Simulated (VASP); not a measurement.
# Mg3Sb2 (P-3m1) in VASP: vibrations by perturbation theory with PBEsol

Aim: the vibrations by perturbation theory of Mg3Sb2 with PBEsol.

All numbers are computed with VASP 6.6.1; they aren't measurements. Logs are shortened: lines on timing, memory, paths and dates and some standing lists are left out, and cuts for length are marked.

### 1 The cell of the first run

It takes space group P-3m1 (No. 164, trigonal). Conventional cell: a = 4.550 Å, b = 4.550 Å, c = 7.182 Å, α = 90.00°, β = 90.00°, γ = 120.00°. Mg (site symmetry 3m) has 4 Sb at 2.82 to 2.93 Å and 6 Mg at 3.24 to 3.72 Å within 3.8 Å. Mg (site symmetry -3m) has 6 Sb at 3.08 Å and 6 Mg at 3.72 Å within 4.1 Å. Sb (site symmetry 3m) has 7 Mg at 2.82 to 3.08 Å within 3.7 Å.

### 2 Vibrations by perturbation theory, PBEsol

INCAR reads:

```
  ALGO = Normal
  EDIFF = 1E-8
  ENCUT = 600
  GGA = PS
  GGA_COMPAT = False
  IBRION = 8
  ISIF = 2
  ISMEAR = 0
  KPAR = 4
  LASPH = True
  LCHARG = False
  LREAL = False
  LWAVE = False
  NELM = 120
  NSW = 1
  PREC = Accurate
  SIGMA = 0.01
```

KPOINTS reads:

```
k-points
0
Gamma
  12 12 6
```

POSCAR reads:

```
Mg3Sb2
1.0
    4.5503361970      0.0000000000      0.0000000000
   -2.2751680985      3.9407067424      0.0000000000
    0.0000000000      0.0000000000      7.1819798393
Mg Sb
3 2
Direct
    0.3333333333      0.6666666667      0.6325503344
    0.6666666667      0.3333333333      0.3674496656
    0.0000000000      0.0000000000      0.0000000000
    0.3333333333      0.6666666667      0.2241893187
    0.6666666667      0.3333333333      0.7758106813
```

Potentials or basis: VASP PAW PBE potentials, release 64 (Mg, Sb).

Command:

```console
$ cat potpaw_PBE.64/Mg/POTCAR potpaw_PBE.64/Sb/POTCAR > POTCAR
$ mpirun -np 4 vasp_std > vasp.out
```

OUTCAR:

```text
EDIFF = 1E-8
   ENCUT = 600
   GGA = PS
   IBRION = 8
   ISIF = 2
   ISMEAR = 0
   LASPH = True
   LREAL = False
   NELM = 120
   NSW = 1
   PREC = Accurate

 ion  position               nearest neighbor table
   1  0.333  0.667  0.633-   5 2.82   5 2.82   5 2.82   4 2.93   2 3.24   2 3.24   2 3.24
   2  0.667  0.333  0.367-   4 2.82   4 2.82   4 2.82   5 2.93   1 3.24   1 3.24   1 3.24
   3  0.000  0.000  0.000-   4 3.08   5 3.08   5 3.08   4 3.08   5 3.08   4 3.08
   4  0.333  0.667  0.224-   2 2.82   2 2.82   2 2.82   1 2.93   3 3.08   3 3.08   3 3.08
   5  0.667  0.333  0.776-   1 2.82   1 2.82   1 2.82   2 2.93   3 3.08   3 3.08   3 3.08

  LATTYP: Found a hexagonal cell.
 ALAT       =     4.5503361970
 C/A-ratio  =     1.5783404848

  Lattice vectors:

 A1 = (   4.5503361970,   0.0000000000,   0.0000000000)
 A2 = (  -2.2751680985,   3.9407067424,   0.0000000000)
 A3 = (   0.0000000000,   0.0000000000,   7.1819798393)

Analysis of symmetry for initial positions (statically):
=====================================================================
 Subroutine PRICEL returns:
 Original cell was already a primitive cell.

 Routine SETGRP: Setting up the symmetry group for a
 hexagonal supercell.

 Subroutine GETGRP returns: Found 12 space group operations
 (whereof 12 operations were pure point group operations)
 out of a pool of 24 trial point group operations.

The static configuration has the point symmetry D_3d.

Analysis of symmetry for dynamics (positions and initial velocities):
=====================================================================
 Subroutine PRICEL returns:
 Original cell was already a primitive cell.

 Routine SETGRP: Setting up the symmetry group for a
 hexagonal supercell.

 Subroutine GETGRP returns: Found 12 space group operations
 (whereof 12 operations were pure point group operations)
 out of a pool of 24 trial point group operations.

The dynamic configuration has the point symmetry D_3d.

 Subroutine INISYM returns: Found 12 space group operations
 (whereof 12 operations are pure point group operations),
 and found     1 'primitive' translations

----------------------------------------------------------------------------------------

                                     Primitive cell

  volume of cell :     128.7840

  direct lattice vectors                    reciprocal lattice vectors
     4.550336197  0.000000000  0.000000000     0.219763982  0.126880794  0.000000000
    -2.275168099  3.940706742  0.000000000     0.000000000  0.253761588  0.000000000
     0.000000000  0.000000000  7.181979839     0.000000000  0.000000000  0.139237372

  length of vectors
     4.550336197  4.550336197  7.181979839     0.253761588  0.253761588  0.139237372

  position of ions in fractional coordinates (direct lattice)
     0.333333333  0.666666667  0.632550334
     0.666666667  0.333333333  0.367449666
[... 507 lines left out ...]
  -------------------------------------------------------------------------------------
  Total        0.1028219      0.1028219      0.1068941     -0.0000000      0.0000000      0.0000000
  in kB        1.2791884      1.2791884      1.3298492     -0.0000000      0.0000000      0.0000000
  external PRESSURE =       1.2960753 kB  Pullay stress =       0.0000000 kB

 VOLUME and BASIS-vectors are now :
 -----------------------------------------------------------------------------
  energy-cutoff  :      600.00
  volume of cell :      128.78
      direct lattice vectors                 reciprocal lattice vectors
     4.550336197  0.000000000  0.000000000     0.219763982  0.126880794  0.000000000
    -2.275168099  3.940706742  0.000000000     0.000000000  0.253761588  0.000000000
     0.000000000  0.000000000  7.181979839     0.000000000  0.000000000  0.139237372

 POSITION                                       TOTAL-FORCE (eV/Angst)
 -----------------------------------------------------------------------------------
     -0.00000      2.62714      4.54296        -0.000000      0.000000     -0.004271
      2.27517      1.31357      2.63902        -0.000000      0.000000      0.004271
      0.00000      0.00000      0.00000        -0.000000      0.000000      0.000000
     -0.00000      2.62714      1.61012         0.000000      0.000000     -0.019894
      2.27517      1.31357      5.57186         0.000000      0.000000      0.019894
 -----------------------------------------------------------------------------------
    total drift:                               -0.000000      0.000000     -0.000000

  FREE ENERGIE OF THE ION-ELECTRON SYSTEM (eV)
  ---------------------------------------------------
  free  energy   TOTEN  =       -16.1617812177 eV

  energy  without entropy=      -16.1617812177  energy(sigma->0) =      -16.16178122

[... ionic steps 2 to 12 ...]

--------------------------------------- Ionic step       13  -------------------------------------------

------------------------ aborting loop because EDIFF is reached ----------------------------------------

[... ionic steps 14 to 14 ...]

--------------------------------------- Ionic step       15  -------------------------------------------

 Free energy of the ion-electron system (eV)
  ---------------------------------------------------
  ---------------------------------------------------
  free energy    TOTEN  =        -0.03592037 eV

  energy without entropy =       -0.03592037

------------------------ aborting loop because EDIFF is reached ----------------------------------------

 INTERNAL STRAIN TENSOR  FOR ION    4  DIRECTION 3   (eV/Angst):
 -----------------------------------------------------------------------------
     1.45058  0.00000  0.00000
     0.00000  1.45058  0.00000
     0.00000 -0.00000  3.98553

 INTERNAL STRAIN TENSOR FOR ION    5 for displacements in x,y,z  (eV/Angst):
          X           Y           Z          XY          YZ          ZX
  --------------------------------------------------------------------------------
  x     0.00000     0.00000     0.00000     3.92581     0.00000    -3.71734
  y     3.92581    -3.92581     0.00000     0.00000    -3.91114     0.00000
  z    -1.45058    -1.45058    -3.98553     0.00000     0.00000     0.00000

 SECOND DERIVATIVES (NOT SYMMETRIZED)
 ------------------------------------
               1X          1Y          1Z          2X          2Y          2Z          3X          3Y          3Z          4X          4Y          4Z          5X          5Y          5Z
  1X    -4.260548    0.000000    0.000000    0.561521    0.000000    0.000000    0.153295    0.000000    0.000000    0.308956    0.000000    0.000000    3.236776    0.000000    0.000000
  1Y     0.000000   -4.260548   -0.000000    0.000000    0.561521    0.000000    0.000000    0.153295    0.000000    0.000000    0.308956    0.000000    0.000000    3.236776    0.000000
  1Z     0.000000    0.000000   -4.050056    0.000000    0.000000    0.162430   -0.000000    0.000000    1.265695    0.000000   -0.000000    1.736515    0.000000   -0.000000    0.885417
  2X     0.561521    0.000000    0.000000   -4.260548    0.000000    0.000000    0.153295    0.000000    0.000000    3.236776    0.000000    0.000000    0.308956    0.000000    0.000000
  2Y     0.000000    0.561521    0.000000    0.000000   -4.260548   -0.000000    0.000000    0.153295    0.000000    0.000000    3.236776    0.000000    0.000000    0.308956    0.000000
  2Z     0.000000    0.000000    0.162430    0.000000    0.000000   -4.050056   -0.000000    0.000000    1.265695    0.000000   -0.000000    0.885417    0.000000   -0.000000    1.736515
  3X     0.153323    0.000000    0.000000    0.153323    0.000000    0.000000   -1.493175    0.000000    0.000000    0.593265    0.000000    0.000000    0.593265    0.000000    0.000000
  3Y     0.000000    0.153323    0.000000    0.000000    0.153323    0.000000    0.000000   -1.493175    0.000000    0.000000    0.593265    0.000000    0.000000    0.593265    0.000000
  3Z     0.000000   -0.000000    1.266460    0.000000   -0.000000    1.266460    0.000000   -0.000000   -2.964182   -0.000000   -0.000000    0.215631   -0.000000   -0.000000    0.215631
  4X     0.308321    0.000000    0.000000    3.236783    0.000000    0.000000    0.592934    0.000000    0.000000   -4.344953    0.000000    0.000000    0.206916    0.000000    0.000000
  4Y     0.000000    0.308321    0.000000    0.000000    3.236783    0.000000    0.000000    0.592934    0.000000    0.000000   -4.344953    0.000000    0.000000    0.206916    0.000000
  4Z     0.000000    0.000000    1.738566    0.000000   -0.000000    0.883788    0.000000    0.000000    0.217764    0.000000    0.000000   -4.562524    0.000000    0.000000    1.722405
  5X     3.236783    0.000000    0.000000    0.308321    0.000000    0.000000    0.592934    0.000000    0.000000    0.206916    0.000000    0.000000   -4.344953    0.000000    0.000000
  5Y     0.000000    3.236783    0.000000    0.000000    0.308321    0.000000    0.000000    0.592934    0.000000    0.000000    0.206916    0.000000    0.000000   -4.344953    0.000000
  5Z     0.000000   -0.000000    0.883788    0.000000    0.000000    1.738566    0.000000    0.000000    0.217764    0.000000    0.000000    1.722405    0.000000    0.000000   -4.562524

 Eigenvectors and eigenvalues of the dynamical matrix
 ----------------------------------------------------

   1 f  =    7.386896 THz    46.413237 2PiTHz  246.400332 cm-1    30.549734 meV
             X         Y         Z           dx          dy          dz
     -0.000000  2.627138  4.542964    -0.000000    0.000000    0.566162
      2.275168  1.313569  2.639016     0.000000   -0.000000    0.566162
      0.000000  0.000000  0.000000    -0.000000    0.000000   -0.572387
     -0.000000  2.627138  1.610123    -0.000000    0.000000   -0.125091
      2.275168  1.313569  5.571857     0.000000   -0.000000   -0.125091
[... 105 lines left out ...]
  15 f/i=    0.001118 THz     0.007027 2PiTHz    0.037303 cm-1     0.004625 meV
             X         Y         Z           dx          dy          dz
     -0.000000  2.627138  4.542964     0.000000    0.000000    0.277234
      2.275168  1.313569  2.639016     0.000000    0.000000    0.277234
      0.000000  0.000000  0.000000     0.000000    0.000000    0.277345
     -0.000000  2.627138  1.610123     0.000000    0.000000    0.620227
      2.275168  1.313569  5.571857     0.000000    0.000000    0.620227

--------------------------------------------------------------------------------------------------------

 ELASTIC MODULI CONTR FROM IONIC RELAXATION (kBar)
 Direction    XX          YY          ZZ          XY          YZ          ZX
 --------------------------------------------------------------------------------
 XX        -161.2120     98.1039      4.0287     -0.0000     82.0369      0.0000
 YY          98.1039   -161.2120      4.0287      0.0000    -82.0369     -0.0000
 ZZ           4.0287      4.0287    -94.0822      0.0000     -0.0000     -0.0000
 XY          -0.0000      0.0000      0.0000   -129.6580      0.0000     81.2434
 YZ          82.0369    -82.0369     -0.0000      0.0000    -83.6961     -0.0000
 ZX           0.0000     -0.0000     -0.0000     81.2434     -0.0000    -75.5838
 --------------------------------------------------------------------------------
```

Wall time 14 min (4 MPI ranks of AMD EPYC 7R13 (Zen 3), shared host); peak memory 1.8 GiB.

What came out:

```
Highest phonon frequency at Γ : 246 cm⁻¹
```

Phonon frequencies in cm⁻¹ (negative: imaginary):
```csv
q point,frequencies
"(0.000, 0.000, 0.000)",0 0 0 76 76 116 134 134 149 218 222 222 242 242 246
```

Caveat: the PAW data sets were made with another functional, which shifts forces and pressure a little; spin-orbit coupling is left out, which moves the levels of the heavy elements.
